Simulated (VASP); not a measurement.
# CdS5 (C2) in VASP: a series of runs

CdS5 is run at these levels: PBE; tasks: single point, relaxation of cell and atoms.

All numbers are computed with VASP 6.6.1; they aren't measurements. Logs are shortened: lines on timing, memory, paths and dates and some standing lists are left out, and cuts for length are marked.

## 1. The cell of the first run

The structure is monoclinic, space group C2 (No. 5). Conventional cell: a = 5.945 Å, b = 6.739 Å, c = 9.251 Å, α = 90.00°, β = 107.27°, γ = 90.00°. Cd (site symmetry 2) has 6 S at 2.57 to 3.47 Å within 3.5 Å. Within 2.7 Å of S (site symmetry 1) lie 2 S at 2.07 to 2.10 Å. Within 2.7 Å of S (site symmetry 2) lie 2 S at 2.07 Å. S (site symmetry 1) has 1 S at 2.10 Å and 2 Cd at 2.57 to 2.65 Å within 2.8 Å.

## 2. Single point, PBE

INCAR reads:

```
SYSTEM = CdS5
  PREC = Accurate
  ENCUT = 630
  EDIFF = 1E-6
  ISMEAR = 0
  SIGMA = 0.2
  LREAL = .FALSE.
  LASPH = .TRUE.
  NELM = 120
  ALGO = Normal
  ISIF = 2
  LWAVE = .FALSE.
  LCHARG = .TRUE.
  GGA = PE
  LELF = .TRUE.
  LVHAR = .TRUE.
  NBANDS = 34
  GGA_COMPAT = .FALSE.
```

KPOINTS reads:

```
Automatic mesh
0
G
  4 4 2
  0 0 0
```

POSCAR reads:

```
CdS5
1.0
    2.9318756863     -3.3696330317     -0.4882893390
    2.9318756863      3.3696330317     -0.4882893390
   -1.2577149641      0.0000000000      9.1646720453
Cd S
1 5
Direct
    0.0293609848     -0.0293609848      0.0000000000
    0.7081467063      0.1843070330      0.6714024270
   -0.0634976788      1.0634976788      0.5000000000
    0.8156929670      0.2918532937      0.3285975730
    0.5922251460     -0.0640718748      0.1411650659
    0.0640718748      0.4077748540      0.8588349341
```

Potentials or basis: VASP PAW PBE potentials, release 64 (Cd_sv_GW, S).

Command:

```sh
> cat potpaw_PBE.64/Cd_sv_GW/POTCAR potpaw_PBE.64/S/POTCAR > POTCAR
> mpirun -np 1 vasp_std > vasp.out
```

OUTCAR:

```text
SYSTEM = CdS5
   PREC = Accurate
   ENCUT = 630
   EDIFF = 1E-6
   ISMEAR = 0
   LREAL = .FALSE.
   LASPH = .TRUE.
   NELM = 120
   ISIF = 2
   GGA = PE

 ion  position               nearest neighbor table
   1  0.029  0.971  0.000-   5 2.57   6 2.57   5 2.65   6 2.65
   2  0.708  0.184  0.671-   3 2.07   6 2.10
   3  0.937  0.063  0.500-   2 2.07   4 2.07
   4  0.816  0.292  0.329-   3 2.07   5 2.10
   5  0.592  0.936  0.141-   4 2.10   1 2.57   1 2.65
   6  0.064  0.408  0.859-   2 2.10   1 2.57   1 2.65

  LATTYP: Found a base centered monoclinic cell.
 ALAT       =     5.9445173121
 B/A-ratio  =     1.1336944128
 C/A-ratio  =     1.5561517179
 COS(beta)  =    -0.2968703071

  Lattice vectors:

 A1 = (   2.9318756863,  -3.3696330317,  -0.4882893390)
 A2 = (   2.9318756863,   3.3696330317,  -0.4882893390)
 A3 = (  -1.2577149641,   0.0000000000,   9.1646720453)

Analysis of symmetry for initial positions (statically):
=====================================================================
 Subroutine PRICEL returns:
 Original cell was already a primitive cell.

 Routine SETGRP: Setting up the symmetry group for a
 base centered monoclinic supercell.

 Subroutine GETGRP returns: Found  2 space group operations
 (whereof  2 operations were pure point group operations)
 out of a pool of  4 trial point group operations.

The static configuration has the point symmetry C_2 .

Analysis of symmetry for dynamics (positions and initial velocities):
=====================================================================
 Subroutine PRICEL returns:
 Original cell was already a primitive cell.

 Routine SETGRP: Setting up the symmetry group for a
 base centered monoclinic supercell.

 Subroutine GETGRP returns: Found  2 space group operations
 (whereof  2 operations were pure point group operations)
 out of a pool of  4 trial point group operations.

The dynamic configuration has the point symmetry C_2 .

 Subroutine INISYM returns: Found  2 space group operations
 (whereof  2 operations are pure point group operations),
 and found     1 'primitive' translations

----------------------------------------------------------------------------------------

                                     Primitive cell

  volume of cell :     176.9431

  direct lattice vectors                    reciprocal lattice vectors
     2.931875686 -3.369633032 -0.488289339     0.174528279 -0.148384110  0.023951411
     2.931875686  3.369633032 -0.488289339     0.174528279  0.148384110  0.023951411
    -1.257714964  0.000000000  9.164672045     0.018597566  0.000000000  0.111666891

  length of vectors
     4.493189100  4.493189100  9.250570827     0.230329405  0.230329405  0.113204965

  position of ions in fractional coordinates (direct lattice)
     0.029360985  0.970639015  0.000000000
     0.708146706  0.184307033  0.671402427
     0.936502321  0.063497679  0.500000000
     0.815692967  0.291853294  0.328597573
     0.592225146  0.935928125  0.141165066
     0.064071875  0.407774854  0.858834934

  ion indices of the primitive-cell ions
   primitive index   ion index
                 1           1
                 2           2
                 3           3
                 4           4
                 5           5
                 6           6

----------------------------------------------------------------------------------------

 KPOINTS: Automatic mesh

Automatic generation of k-mesh.
 Grid dimensions read from file:
 generate k-points for:    4    4    2

 Generating k-lattice:

  Cartesian coordinates                     Fractional coordinates (reciprocal lattice)
     0.043632070 -0.037096028  0.005987853     0.250000000 -0.000000000 -0.000000000
     0.043632070  0.037096028  0.005987853    -0.000000000  0.250000000 -0.000000000
     0.009298783  0.000000000  0.055833446     0.000000000  0.000000000  0.500000000

  Length of vectors
     0.057582351  0.057582351  0.056602482

  Shift w.r.t. Gamma in fractional coordinates (k-lattice)
     0.000000000  0.000000000  0.000000000

 Subroutine IBZKPT returns following result:
 ===========================================

 Found     14 irreducible k-points:

 Following reciprocal coordinates:
            Coordinates               Weight
  0.000000  0.000000  0.000000      1.000000
  0.250000  0.000000 -0.000000      4.000000
  0.500000  0.000000 -0.000000      2.000000
  0.250000  0.250000 -0.000000      2.000000
  0.500000  0.250000 -0.000000      4.000000
 -0.250000  0.250000  0.000000      2.000000
  0.500000  0.500000 -0.000000      1.000000
  0.000000  0.000000  0.500000      1.000000
  0.250000  0.000000  0.500000      4.000000
  0.500000  0.000000  0.500000      2.000000
  0.250000  0.250000  0.500000      2.000000
  0.500000  0.250000  0.500000      4.000000
 -0.250000  0.250000  0.500000      2.000000
  0.500000  0.500000  0.500000      1.000000
   k-points           NKPTS =     14   k-points in BZ     NKDIM =     14   number of bands    NBANDS=     34
   number of dos      NEDOS =    301   number of ions     NIONS =      6
   total plane-waves  NPLWV = 128000
   dimension x,y,z NGX =    40 NGY =   40 NGZ =   80
   dimension x,y,z NGXF=    80 NGYF=   80 NGZF=  160
   ions per type =               1   5
   NGX,Y,Z   is equivalent  to a cutoff of  14.80, 14.80, 14.38 a.u.
   NGXF,Y,Z  is equivalent  to a cutoff of  29.60, 29.60, 28.75 a.u.
 SYSTEM =  CdS5
   PREC   = accura    normal or accurate (medium, high low for compatibility)
   ISTART =      0    job   : 0-new  1-cont  2-samecut
   ICHARG =      2    charge: 1-file 2-atom 10-const
   ISPIN  =      1    spin polarized calculation?
   LNONCOLLINEAR =      F non collinear calculations
   LSORBIT =      F    spin-orbit coupling
   LASPH  =      T    aspherical Exc in radial PAW
   ENCUT  =  630.0 eV  46.30 Ry    6.80 a.u.   9.20  9.20 18.93*2*pi/ulx,y,z
   NELM   =    120;   NELMIN=  2; NELMDL= -5     # of ELM steps
   EDIFF  = 0.1E-05   stopping-criterion for ELM
   LREAL  =      F    real-space projection
   EDIFFG = 0.1E-04   stopping-criterion for IOM
   NSW    =      0    number of steps for IOM
   IBRION =     -1    ionic relax: 0-MD 1-quasi-New 2-CG
   NFREE  =      0    steps in history (QN), initial steepest desc. (CG)
   ISIF   =      2    stress and relaxation
   ISYM   =      2    0-nonsym 1-usesym 2-fastsym
   POTIM  = 0.5000    time-step for ionic-motion
   TEBEG  =    0.0;   TEEND  =   0.0 temperature during run
   PSTRESS=    0.0 pullay stress
   NELECT =      50.0000    total number of electrons
   NUPDOWN=      -1.0000    fix difference up-down
   EMIN   =  10.00;   EMAX   =-10.00  energy-range for DOS
   EFERMI =   0.00;   METHOD = LEGACY
   ISMEAR =     0;   SIGMA  =   0.20  broadening in eV -4-tet -1-fermi 0-gaus
   EFERMI_NEDOS =   21; number of points for ismear=-14 and -15
   IALGO  =     38    algorithm
   IMIX   =      4    mixing-type and parameters
     AMIX     =   0.40;   BMIX     =  1.00
     AMIX_MAG =   1.60;   BMIX_MAG =  1.00
  volume/ion in A,a.u.               =      29.49       199.01
  Fermi-wavevector in a.u.,A,eV,Ry     =   1.074287  2.030108 15.702378  1.154092
  Thomas-Fermi vector in A             =   2.210111
   LORBIT       =      0    0 simple, 1 ext, 2 COOP (PROOUT), +10 PAW based schemes
   GGA     = PE    functional components
   LHFCALC =     F    Hartree Fock is set to
   AEXX    =    0.0000 exact exchange contribution
   IVDW    =     0    specifies the selected vdW correction
   LEPSILON=     F    determine dielectric tensor
   LRPA    =     F    only Hartree local field effects (RPA)
 non-spin polarized calculation
 Gauss-broadening in eV      SIGMA  =   0.20
  energy-cutoff  :      630.00
  volume of cell :      176.94
 maximum number of plane-waves:      6374
 NGX is ok and might be reduce to    40
   NGX = 19   NGY = 19   NGZ = 37

 number of electron      49.9999997 magnetization

 Free energy of the ion-electron system (eV)
  ---------------------------------------------------
  ext. energy  EPLUGINS =         0.00000000
  ---------------------------------------------------
  free energy    TOTEN  =       -21.83408724 eV

  energy without entropy =      -21.83408721  energy(sigma->0) =      -21.83408723

 E-fermi :   2.1482     XC(G=0):  -7.7928

 val. band max:        1.3910406651   @ k =   0.5000   0.0000   0.5000
 cond. band min:       2.8528914334   @ k =   0.0000   0.0000   0.0000
 fundamental gap:      1.4618507683
 Fermi energy:         2.1481779393

 k-point     1 :       0.0000    0.0000    0.0000
  band No.  band energies     occupation
      1    -100.4880      2.00000
      2     -61.5850      2.00000
      3     -61.5371      2.00000
      4     -61.5246      2.00000
      5     -14.4429      2.00000
      6     -13.1936      2.00000
[... 26 lines left out ...]
     33       7.9258      0.00000
     34       8.2288      0.00000

 k-point     2 :       0.2500    0.0000   -0.0000
  band No.  band energies     occupation
      1    -100.4880      2.00000
      2     -61.5850      2.00000
      3     -61.5371      2.00000
      4     -61.5246      2.00000
      5     -14.3942      2.00000
      6     -13.1894      2.00000
[... 26 lines left out ...]
     33       7.8671      0.00000
     34       8.5533      0.00000

 k-point     3 :       0.5000    0.0000   -0.0000
  band No.  band energies     occupation
      1    -100.4880      2.00000
      2     -61.5850      2.00000
      3     -61.5371      2.00000
      4     -61.5246      2.00000
      5     -14.3441      2.00000
      6     -13.1826      2.00000
[... 26 lines left out ...]
     33       8.0061      0.00000
     34       8.6638      0.00000
[... 334 lines left out ...]
 k-point    13 :      -0.2500    0.2500    0.5000
  band No.  band energies     occupation
      1    -100.4880      2.00000
      2     -61.5850      2.00000
      3     -61.5371      2.00000
      4     -61.5246      2.00000
      5     -14.3420      2.00000
      6     -13.2087      2.00000
[... 26 lines left out ...]
     33       7.6841      0.00000
     34       8.0575      0.00000

 k-point    14 :       0.5000    0.5000    0.5000
  band No.  band energies     occupation
      1    -100.4880      2.00000
      2     -61.5850      2.00000
      3     -61.5372      2.00000
      4     -61.5246      2.00000
      5     -14.2595      2.00000
      6     -13.1295      2.00000
[... 26 lines left out ...]
     33       8.2249      0.00000
     34       9.1263      0.00000

------------------------ aborting loop because EDIFF is reached ----------------------------------------

  FORCE on cell =-STRESS in cart. coord.  units (eV):
  Direction    XX          YY          ZZ          XY          YZ          ZX
  --------------------------------------------------------------------------------------
  -------------------------------------------------------------------------------------
  Total       -0.1041377     -0.1930749     -0.5297305      0.0000000      0.0000000      0.1027983
  in kB       -0.9429416     -1.7482467     -4.7965819      0.0000000      0.0000000      0.9308142
  external PRESSURE =      -2.4959234 kB  Pullay stress =       0.0000000 kB

 VOLUME and BASIS-vectors are now :
 -----------------------------------------------------------------------------
  energy-cutoff  :      630.00
  volume of cell :      176.94
      direct lattice vectors                 reciprocal lattice vectors
     2.931875686 -3.369633032 -0.488289339     0.174528279 -0.148384110  0.023951411
     2.931875686  3.369633032 -0.488289339     0.174528279  0.148384110  0.023951411
    -1.257714964  0.000000000  9.164672045     0.018597566  0.000000000  0.111666891

 POSITION                                       TOTAL-FORCE (eV/Angst)
 -----------------------------------------------------------------------------------
      2.93188      3.17176     -0.48829        -0.000000      0.000734      0.000000
      1.77213     -1.76515      5.71741         0.022610     -0.015635     -0.067475
      2.30302     -2.94171      4.09405        -0.000000      0.027842     -0.000000
      2.83391     -1.76515      2.47069        -0.022610     -0.015635      0.067475
      4.30281      1.15815      0.54755         0.040750      0.001347      0.055770
      0.30323      1.15815      7.64054        -0.040750      0.001347     -0.055770
 -----------------------------------------------------------------------------------
    total drift:                               -0.000000      0.002624     -0.000000

  FREE ENERGIE OF THE ION-ELECTRON SYSTEM (eV)
  ---------------------------------------------------
  free  energy   TOTEN  =       -21.8340872437 eV

  energy  without entropy=      -21.8340872139  energy(sigma->0) =      -21.83408723
```

Wall time 2.4 min (1 thread of Intel Xeon Platinum 8488C (Sapphire Rapids), shared host); peak memory 0.39 GiB.

Results:

- Free energy: -21.8341 eV
- Pressure: -0.2 GPa
- Largest force: 0.073 eV/Å
- Band gap on the k mesh: 1.46 eV (least direct gap 1.62 eV)

Forces on the atoms (eV/Å):
```
Cd   0.000  0.001  0.000
S    0.023 -0.016 -0.067
S    0.000  0.028  0.000
S   -0.023 -0.016  0.067
S    0.041  0.001  0.056
S   -0.041  0.001 -0.056
```

[end of part 1 of 3]
